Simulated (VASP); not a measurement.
# MgO (Pm-3m) in VASP: notebook, part 2 of 2

VASP 6.6.1. Earlier steps stand in the parts before.

### 5 Single point, LDA

This run uses another cell than the first one, of 8.77 Å³/atom, 0.972 times its volume.

INCAR reads:

```
SYSTEM = MgO
ALGO     = Normal         ! electronic algorithm
EDIFF    = 1E-7           ! SCF threshold, eV
ENCUT    = 520            ! plane-wave cutoff, eV
ISIF     = 2              ! what is computed and relaxed
ISMEAR   = -1             ! smearing method
LASPH    = .TRUE.         ! aspherical terms in the spheres
LCHARG   = .FALSE.        ! write CHGCAR
LREAL    = .FALSE.        ! projectors in reciprocal space
LWAVE    = .FALSE.        ! write WAVECAR
NBANDS   = 11             ! bands
NELM     = 60             ! most SCF steps
PREC     = Accurate       ! precision mode
SIGMA    = 0.02           ! smearing width, eV
```

KPOINTS reads:

```
k-points
0
G
  8 8 8
  0 0 0
```

POSCAR reads:

```
MgO
1.0
    2.5982572843      0.0000000000      0.0000000000
    0.0000000000      2.5982572843      0.0000000000
    0.0000000000      0.0000000000      2.5982572843
Mg O
1 1
Direct
    0.0000000000      0.0000000000      0.0000000000
    0.5000000000      0.5000000000      0.5000000000
```

Potentials or basis: VASP PAW LDA potentials, release 64 (Mg, O).

On the command line:

```console
$ cat potpaw_LDA.64/Mg/POTCAR potpaw_LDA.64/O/POTCAR > POTCAR
$ mpirun -np 1 vasp_std > vasp.out
```

OUTCAR:

```text
SYSTEM = MgO
   EDIFF = 1E-7
   ENCUT = 520
   ISIF = 2
   ISMEAR = -1
   LASPH = .TRUE.
   LREAL = .FALSE.
   NELM = 60
   PREC = Accurate

 ion  position               nearest neighbor table
   1  0.000  0.000  0.000-   2 2.25   2 2.25   2 2.25   2 2.25   2 2.25   2 2.25   2 2.25   2 2.25

   2  0.500  0.500  0.500-   1 2.25   1 2.25   1 2.25   1 2.25   1 2.25   1 2.25   1 2.25   1 2.25

  LATTYP: Found a simple cubic cell.
 ALAT       =     2.5982572843

  Lattice vectors:

 A1 = (   2.5982572843,   0.0000000000,   0.0000000000)
 A2 = (   0.0000000000,   2.5982572843,   0.0000000000)
 A3 = (   0.0000000000,   0.0000000000,   2.5982572843)

Analysis of symmetry for initial positions (statically):
=====================================================================
 Subroutine PRICEL returns:
 Original cell was already a primitive cell.

 Routine SETGRP: Setting up the symmetry group for a
 simple cubic supercell.

 Subroutine GETGRP returns: Found 48 space group operations
 (whereof 48 operations were pure point group operations)
 out of a pool of 48 trial point group operations.

The static configuration has the point symmetry O_h .

[... 163 lines left out ...]
 cond. band min:       7.9445944713   @ k =   0.0000   0.0000   0.0000
 fundamental gap:      2.8430254772
 Fermi energy:         5.6218784282

 k-point     1 :       0.0000    0.0000    0.0000
  band No.  band energies     occupation
      1     -13.4513      2.00000
      2       4.0331      2.00000
      3       4.0331      2.00000
      4       4.0331      2.00000
      5       7.9446      0.00000
      6      15.3806      0.00000
      7      15.3806      0.00000
      8      25.7154      0.00000
      9      25.7154      0.00000
     10      25.7154      0.00000
     11      32.8300      0.00000
[... 309 lines left out ...]
 k-point    24 :       0.5000    0.3750    0.1250
  band No.  band energies     occupation
      1     -11.1468      2.00000
      2      -0.0589      2.00000
      3       0.8022      2.00000
      4       4.3161      2.00000
      5      11.0062      0.00000
      6      16.0202      0.00000
      7      16.4468      0.00000
      8      20.3278      0.00000
      9      24.0330      0.00000
     10      24.4404      0.00000
     11      28.8165      0.00000

 [... further k-points ...]
[... 5 lines left out ...]
  --------------------------------------------------------------------------------------
  -------------------------------------------------------------------------------------
  Total       -0.2902303     -0.2902303     -0.2902303     -0.0000000     -0.0000000     -0.0000000
  in kB      -26.5098302    -26.5098302    -26.5098302     -0.0000000     -0.0000000     -0.0000000
  external PRESSURE =     -26.5098302 kB  Pullay stress =       0.0000000 kB

 VOLUME and BASIS-vectors are now :
 -----------------------------------------------------------------------------
  energy-cutoff  :      520.00
  volume of cell :       17.54
      direct lattice vectors                 reciprocal lattice vectors
     2.598257284  0.000000000  0.000000000     0.384873356  0.000000000  0.000000000
     0.000000000  2.598257284  0.000000000     0.000000000  0.384873356  0.000000000
     0.000000000  0.000000000  2.598257284     0.000000000  0.000000000  0.384873356

 POSITION                                       TOTAL-FORCE (eV/Angst)
 -----------------------------------------------------------------------------------
      0.00000      0.00000      0.00000         0.000000      0.000000      0.000000
      1.29913      1.29913      1.29913         0.000000      0.000000      0.000000
 -----------------------------------------------------------------------------------
    total drift:                                0.000000      0.000000      0.000000

  FREE ENERGIE OF THE ION-ELECTRON SYSTEM (eV)
  ---------------------------------------------------
  free  energy   TOTEN  =       -11.9156664375 eV

  energy  without entropy=      -11.9156664375  energy(sigma->0) =      -11.91566644
```

It took 8.1 s on 1 thread of Intel Xeon 8259CL, shared host; peak memory 0.12 GiB.

What came out:

```
Free energy            : -11.9157 eV
Pressure               : -2.7 GPa
Band gap on the k mesh : 2.84 eV, indirect (least direct gap 3.91 eV)
```

Levels at points of the mesh, in eV from the valence-band top:
| k point | band 1 | band 2 | band 3 | band 4 | band 5 | band 6 | band 7 | band 8 |
| --- | --- | --- | --- | --- | --- | --- | --- | --- |
| (0.00, 0.00, 0.00) | -18.55 | -1.07 | -1.07 | -1.07 | 2.84 | 10.28 | 10.28 | 20.61 |
| (0.50, 0.00, 0.00) | -17.18 | -6.84 | -0.60 | -0.60 | 7.23 | 9.68 | 14.48 | 17.47 |
| (0.50, 0.50, 0.00) | -16.21 | -4.97 | -4.97 | 0.00 | 4.85 | 12.38 | 12.38 | 13.51 |
| (0.50, 0.50, 0.50) | -15.25 | -3.86 | -3.86 | -3.86 | 7.40 | 7.40 | 7.40 | 16.71 |

### 6 Single point, PBE

This run uses another cell than the first one, of 9.41 Å³/atom, 1.042 times its volume.

INCAR reads:

```
  PREC = Accurate
  ENCUT = 520
  EDIFF = 1E-7
  ISMEAR = -1
  SIGMA = 0.02
  LREAL = False
  LASPH = True
  NELM = 80
  ALGO = Normal
  ISIF = 2
  LWAVE = False
  LCHARG = False
  GGA = PE
  NBANDS = 11
```

KPOINTS reads:

```
regular mesh
0
Gamma
  10 10 10
```

POSCAR reads:

```
MgO
1.0
    2.6598216230      0.0000000000      0.0000000000
    0.0000000000      2.6598216230      0.0000000000
    0.0000000000      0.0000000000      2.6598216230
Mg O
1 1
Direct
    0.0000000000      0.0000000000      0.0000000000
    0.5000000000      0.5000000000      0.5000000000
```

Potentials or basis: VASP PAW PBE potentials, release 64 (Mg, O).

On the command line:

```console
$ cat potpaw_PBE.64/Mg/POTCAR potpaw_PBE.64/O/POTCAR > POTCAR
$ mpirun -np 1 vasp_std > vasp.out
```

Wall time 13 s (1 thread of Intel Xeon 8259CL, shared host); peak memory 0.13 GiB.

It converged, with:

| Item | Value |
| --- | --- |
| Free energy | -10.4009 eV |
| Pressure | -0.7 GPa |
| Band gap on the k mesh | 2.25 eV, indirect (least direct gap 3.22 eV) |

Levels at points of the mesh, in eV from the valence-band top:
| k point | band 1 | band 2 | band 3 | band 4 | band 5 | band 6 | band 7 | band 8 | band 9 |
| --- | --- | --- | --- | --- | --- | --- | --- | --- | --- |
| (0.00, 0.00, 0.00) | -18.31 | -0.97 | -0.97 | -0.97 | 2.25 | 10.39 | 10.39 | 19.81 | 19.81 |
| (0.50, 0.00, 0.00) | -17.16 | -6.32 | -0.53 | -0.53 | 6.76 | 9.11 | 14.38 | 17.27 | 17.72 |
| (0.50, 0.50, 0.00) | -16.34 | -4.55 | -4.55 | 0.00 | 4.83 | 11.86 | 11.86 | 13.11 | 19.09 |
| (0.50, 0.50, 0.50) | -15.55 | -3.48 | -3.48 | -3.48 | 7.36 | 7.36 | 7.36 | 15.76 | 18.44 |

### 7 The runs side by side

```tsv
level	potentials or basis	cell	k mesh	smearing	gap on the mesh (eV)	pressure (GPa)
PBE	VASP PAW PBE potentials, release 64 (Mg, O)	a = 2.623 Å, 2 atoms	6 × 6 × 6	gaussian 0.01 eV	2.62	5.5
PBEsol	VASP PAW PBE potentials, release 64 (Mg, O)	a = 2.633 Å, 2 atoms	8 × 8 × 8	fermi-dirac 0.02 eV	2.47	-0.6
LDA	VASP PAW LDA potentials, release 64 (Mg, O)	a = 2.598 Å, 2 atoms	8 × 8 × 8	fermi-dirac 0.02 eV	2.84	-2.7
PBE	VASP PAW PBE potentials, release 64 (Mg, O)	a = 2.660 Å, 2 atoms	10 × 10 × 10	fermi-dirac 0.02 eV	2.25	-0.7
```

Alike in all rows: task single point; no spin polarisation; cutoff (eV) 520.

Caveats: the PAW data sets were made with another functional, which shifts forces and pressure a little (some runs).

Total energies depend on the potentials used, so only differences within one code and one set of settings carry meaning.
